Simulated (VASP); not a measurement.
# GaN (F-43m) in VASP: settings compared

The runs below take GaN through single point, with PBE, PBE+D4, LDA, PBE-based screened hybrid.

Program: VASP 6.6.1. These are calculated values, not measurements. Logs are shortened: lines on timing, memory, paths and dates and some standing lists are left out, and cuts for length are marked.

### Step 1. The cell of the first run

Symmetry: F-43m, No. 216, cubic system. The conventional cell has a = 4.498 Å, b = 4.498 Å, c = 4.498 Å, α = 90.00°, β = 90.00°, γ = 90.00°. Within 2.6 Å of Ga (site symmetry -43m) lie 4 N at 1.95 Å. N (site symmetry -43m) has 4 Ga at 1.95 Å within 2.6 Å.

### Step 2. Single point, PBE

INCAR

```
SYSTEM = GaN
ALGO = Normal ; EDIFF = 1E-6
ENCUT = 520 ; GGA = PE
ISIF = 2 ; ISMEAR = 1
LASPH = .TRUE. ; LCHARG = .TRUE.
LELF = .TRUE. ; LREAL = .FALSE.
LVHAR = .TRUE. ; LWAVE = .FALSE.
NBANDS = 16 ; NELM = 100
PREC = Accurate ; SIGMA = 0.05
```

KPOINTS

```
k-points
0
G
  6 6 6
  0 0 0
```

POSCAR

```
GaN
1.0
    0.0000000000      2.2489525415      2.2489525415
    2.2489525415      0.0000000000      2.2489525415
    2.2489525415      2.2489525415      0.0000000000
Ga N
1 1
Direct
    0.0000000000      0.0000000000      0.0000000000
    0.2500000000      0.2500000000      0.2500000000
```

Potentials or basis: VASP PAW PBE potentials, release 64 (Ga_d, N).

Launch:

```
$ cat potpaw_PBE.64/Ga_d/POTCAR potpaw_PBE.64/N/POTCAR > POTCAR
$ mpirun -np 1 vasp_std > vasp.out
```

OUTCAR:

```text
SYSTEM = GaN
   EDIFF = 1E-6
   ENCUT = 520
   GGA = PE
   ISIF = 2
   ISMEAR = 1
   LASPH = .TRUE.
   LREAL = .FALSE.
   NELM = 100
   PREC = Accurate

 ion  position               nearest neighbor table
   1  0.000  0.000  0.000-   2 1.95   2 1.95   2 1.95   2 1.95
   2  0.250  0.250  0.250-   1 1.95   1 1.95   1 1.95   1 1.95

  LATTYP: Found a face centered cubic cell.
 ALAT       =     4.4979050830

  Lattice vectors:

 A1 = (   0.0000000000,   2.2489525415,   2.2489525415)
 A2 = (   2.2489525415,   0.0000000000,   2.2489525415)
 A3 = (   2.2489525415,   2.2489525415,   0.0000000000)

Analysis of symmetry for initial positions (statically):
=====================================================================
 Subroutine PRICEL returns:
 Original cell was already a primitive cell.

 Routine SETGRP: Setting up the symmetry group for a
 face centered cubic supercell.

 Subroutine GETGRP returns: Found 24 space group operations
 (whereof 24 operations were pure point group operations)
 out of a pool of 48 trial point group operations.

The static configuration has the point symmetry T_d .

Analysis of symmetry for dynamics (positions and initial velocities):
=====================================================================
 Subroutine PRICEL returns:
 Original cell was already a primitive cell.

 Routine SETGRP: Setting up the symmetry group for a
 face centered cubic supercell.

 Subroutine GETGRP returns: Found 24 space group operations
 (whereof 24 operations were pure point group operations)
 out of a pool of 48 trial point group operations.

The dynamic configuration has the point symmetry T_d .

 Subroutine INISYM returns: Found 24 space group operations
 (whereof 24 operations are pure point group operations),
 and found     1 'primitive' translations

----------------------------------------------------------------------------------------

                                     Primitive cell

  volume of cell :      22.7494

  direct lattice vectors                    reciprocal lattice vectors
     0.000000000  2.248952542  2.248952542    -0.222325723  0.222325723  0.222325723
     2.248952542  0.000000000  2.248952542     0.222325723 -0.222325723  0.222325723
     2.248952542  2.248952542  0.000000000     0.222325723  0.222325723 -0.222325723

  length of vectors
     3.180499185  3.180499185  3.180499185     0.385079448  0.385079448  0.385079448

  position of ions in fractional coordinates (direct lattice)
     0.000000000  0.000000000  0.000000000
     0.250000000  0.250000000  0.250000000

  ion indices of the primitive-cell ions
   primitive index   ion index
                 1           1
                 2           2

----------------------------------------------------------------------------------------

 KPOINTS: k-points

Automatic generation of k-mesh.
 Grid dimensions read from file:
 generate k-points for:    6    6    6

 Generating k-lattice:

  Cartesian coordinates                     Fractional coordinates (reciprocal lattice)
    -0.037054287  0.037054287  0.037054287     0.166666667  0.000000000  0.000000000
     0.037054287 -0.037054287  0.037054287     0.000000000  0.166666667  0.000000000
     0.037054287  0.037054287 -0.037054287     0.000000000  0.000000000  0.166666667

  Length of vectors
     0.064179908  0.064179908  0.064179908

  Shift w.r.t. Gamma in fractional coordinates (k-lattice)
     0.000000000  0.000000000  0.000000000

 Subroutine IBZKPT returns following result:
 ===========================================

 Found     16 irreducible k-points:

 Following reciprocal coordinates:
            Coordinates               Weight
  0.000000  0.000000  0.000000      1.000000
  0.166667  0.000000  0.000000      8.000000
  0.333333  0.000000  0.000000      8.000000
  0.500000  0.000000  0.000000      4.000000
  0.166667  0.166667  0.000000      6.000000
  0.333333  0.166667  0.000000     24.000000
[... 8 lines left out ...]
 -0.333333  0.333333  0.166667     24.000000
 -0.333333  0.500000  0.166667     12.000000
   k-points           NKPTS =     16   k-points in BZ     NKDIM =     16   number of bands    NBANDS=     16
   number of dos      NEDOS =    301   number of ions     NIONS =      2
   total plane-waves  NPLWV =  13824
   dimension x,y,z NGX =    24 NGY =   24 NGZ =   24
   dimension x,y,z NGXF=    48 NGYF=   48 NGZF=   48
   ions per type =               1   1
   NGX,Y,Z   is equivalent  to a cutoff of  12.54, 12.54, 12.54 a.u.
   NGXF,Y,Z  is equivalent  to a cutoff of  25.09, 25.09, 25.09 a.u.
 SYSTEM =  GaN
   PREC   = accura    normal or accurate (medium, high low for compatibility)
   ISTART =      0    job   : 0-new  1-cont  2-samecut
   ICHARG =      2    charge: 1-file 2-atom 10-const
   ISPIN  =      1    spin polarized calculation?
   LNONCOLLINEAR =      F non collinear calculations
   LSORBIT =      F    spin-orbit coupling
   LASPH  =      T    aspherical Exc in radial PAW
   ENCUT  =  520.0 eV  38.22 Ry    6.18 a.u.   5.91  5.91  5.91*2*pi/ulx,y,z
   NELM   =    100;   NELMIN=  2; NELMDL= -5     # of ELM steps
   EDIFF  = 0.1E-05   stopping-criterion for ELM
   LREAL  =      F    real-space projection
   EDIFFG = 0.1E-04   stopping-criterion for IOM
   NSW    =      0    number of steps for IOM
   IBRION =     -1    ionic relax: 0-MD 1-quasi-New 2-CG
   NFREE  =      0    steps in history (QN), initial steepest desc. (CG)
   ISIF   =      2    stress and relaxation
   ISYM   =      2    0-nonsym 1-usesym 2-fastsym
   POTIM  = 0.5000    time-step for ionic-motion
   TEBEG  =    0.0;   TEEND  =   0.0 temperature during run
   PSTRESS=    0.0 pullay stress
   NELECT =      18.0000    total number of electrons
   NUPDOWN=      -1.0000    fix difference up-down
   EMIN   =  10.00;   EMAX   =-10.00  energy-range for DOS
   EFERMI =   0.00;   METHOD = LEGACY
   ISMEAR =     1;   SIGMA  =   0.05  broadening in eV -4-tet -1-fermi 0-gaus
   EFERMI_NEDOS =   21; number of points for ismear=-14 and -15
   IALGO  =     38    algorithm
   IMIX   =      4    mixing-type and parameters
     AMIX     =   0.40;   BMIX     =  1.00
     AMIX_MAG =   1.60;   BMIX_MAG =  1.00
  volume/ion in A,a.u.               =      11.37        76.76
  Fermi-wavevector in a.u.,A,eV,Ry     =   1.514173  2.861371 31.194330  2.292719
  Thomas-Fermi vector in A             =   2.623866
   LORBIT       =      0    0 simple, 1 ext, 2 COOP (PROOUT), +10 PAW based schemes
   GGA     = PE    functional components
   LHFCALC =     F    Hartree Fock is set to
   AEXX    =    0.0000 exact exchange contribution
   IVDW    =     0    specifies the selected vdW correction
   LEPSILON=     F    determine dielectric tensor
   LRPA    =     F    only Hartree local field effects (RPA)
 non-spin polarized calculation
 Methfessel and Paxton  Order N= 1 SIGMA  =   0.05
  energy-cutoff  :      520.00
  volume of cell :       22.75
 maximum number of plane-waves:       624
   NGX = 11   NGY = 11   NGZ = 11

 number of electron      18.0000009 magnetization

 Free energy of the ion-electron system (eV)
  ---------------------------------------------------
  ext. energy  EPLUGINS =         0.00000000
  ---------------------------------------------------
  free energy    TOTEN  =       -12.13374216 eV

  energy without entropy =      -12.13378242  energy(sigma->0) =      -12.13375558

 E-fermi :   5.3944     XC(G=0): -11.6982

 val. band max:        5.3522818621   @ k =   0.0000   0.0000   0.0000
 cond. band min:       7.1138501686   @ k =   0.0000   0.0000   0.0000
 fundamental gap:      1.7615683065
 Fermi energy:         5.3943757736

 k-point     1 :       0.0000    0.0000    0.0000
  band No.  band energies     occupation
      1     -10.6346      2.00000
      2      -8.0992      2.00000
      3      -8.0992      2.00000
      4      -8.0992      2.00000
      5      -7.7735      2.00000
      6      -7.7735      2.00000
[... 8 lines left out ...]
     15      24.2499      0.00000
     16      24.2499      0.00000

 k-point     2 :       0.1667    0.0000    0.0000
  band No.  band energies     occupation
      1     -10.3466      2.00000
      2      -8.0647      2.00000
      3      -8.0647      2.00000
      4      -7.9730      2.00000
      5      -7.7749      2.00000
      6      -7.7749      2.00000
[... 8 lines left out ...]
     15      22.3014      0.00000
     16      22.3014      0.00000

 k-point     3 :       0.3333    0.0000    0.0000
  band No.  band energies     occupation
      1      -9.8644      2.00000
      2      -8.0188      2.00000
      3      -8.0188      2.00000
      4      -7.7523      2.00000
      5      -7.7523      2.00000
      6      -7.3114      2.00000
[... 8 lines left out ...]
     15      23.0724      0.00000
     16      23.0724      0.00000

 k-point     4 :       0.5000    0.0000    0.0000
  band No.  band energies     occupation
      1      -9.7070      2.00000
      2      -8.0100      2.00000
      3      -8.0100      2.00000
      4      -7.7256      2.00000
      5      -7.7256      2.00000
      6      -6.5273      2.00000
[... 8 lines left out ...]
     15      25.0859      0.00000
     16      25.0859      0.00000
[... 172 lines left out ...]
 k-point    14 :       0.5000    0.3333    0.1667
  band No.  band energies     occupation
      1      -9.6385      2.00000
      2      -7.9619      2.00000
      3      -7.9407      2.00000
      4      -7.8333      2.00000
      5      -7.7362      2.00000
      6      -6.6582      2.00000
[... 8 lines left out ...]
     15      25.3062      0.00000
     16      27.8523      0.00000

 k-point    15 :      -0.3333    0.3333    0.1667
  band No.  band energies     occupation
      1      -9.5645      2.00000
      2      -7.9762      2.00000
      3      -7.9093      2.00000
      4      -7.7971      2.00000
      5      -7.7501      2.00000
      6      -6.0302      2.00000
[... 8 lines left out ...]
     15      24.2917      0.00000
     16      28.2586      0.00000

 k-point    16 :      -0.3333    0.5000    0.1667
  band No.  band energies     occupation
      1      -9.5294      2.00000
      2      -7.9672      2.00000
      3      -7.8918      2.00000
      4      -7.7820      2.00000
      5      -7.7332      2.00000
      6      -5.8836      2.00000
[... 8 lines left out ...]
     15      26.0798      0.00000
     16      28.4746      0.00000

------------------------ aborting loop because EDIFF is reached ----------------------------------------

  FORCE on cell =-STRESS in cart. coord.  units (eV):
  Direction    XX          YY          ZZ          XY          YZ          ZX
  --------------------------------------------------------------------------------------
  -------------------------------------------------------------------------------------
  Total        0.8853160      0.8853160      0.8853160      0.0000000      0.0000000      0.0000000
  in kB       62.3502274     62.3502274     62.3502274      0.0000000      0.0000000      0.0000000
  external PRESSURE =      62.3502274 kB  Pullay stress =       0.0000000 kB

 VOLUME and BASIS-vectors are now :
 -----------------------------------------------------------------------------
  energy-cutoff  :      520.00
  volume of cell :       22.75
      direct lattice vectors                 reciprocal lattice vectors
     0.000000000  2.248952542  2.248952542    -0.222325723  0.222325723  0.222325723
     2.248952542  0.000000000  2.248952542     0.222325723 -0.222325723  0.222325723
     2.248952542  2.248952542  0.000000000     0.222325723  0.222325723 -0.222325723

 POSITION                                       TOTAL-FORCE (eV/Angst)
 -----------------------------------------------------------------------------------
      0.00000      0.00000      0.00000        -0.000000     -0.000000     -0.000000
      1.12448      1.12448      1.12448         0.000000      0.000000      0.000000
 -----------------------------------------------------------------------------------
    total drift:                                0.000002      0.000002      0.000002

  FREE ENERGIE OF THE ION-ELECTRON SYSTEM (eV)
  ---------------------------------------------------
  free  energy   TOTEN  =       -12.1337421593 eV

  energy  without entropy=      -12.1337824225  energy(sigma->0) =      -12.13375558
```

Run time: 5.5 s. Hardware: 1 thread of Intel Xeon Platinum 8559C (Emerald Rapids), shared host; peak memory 0.14 GiB.

Results:

| Item | Value |
| --- | --- |
| Free energy | -12.1337 eV |
| Pressure | 6.2 GPa |
| Band gap on the k mesh | 1.76 eV, direct |

Expect the measured gap to be larger: semilocal functionals such as PBE lack the derivative discontinuity.

(Part 1 of 2 ends here.)
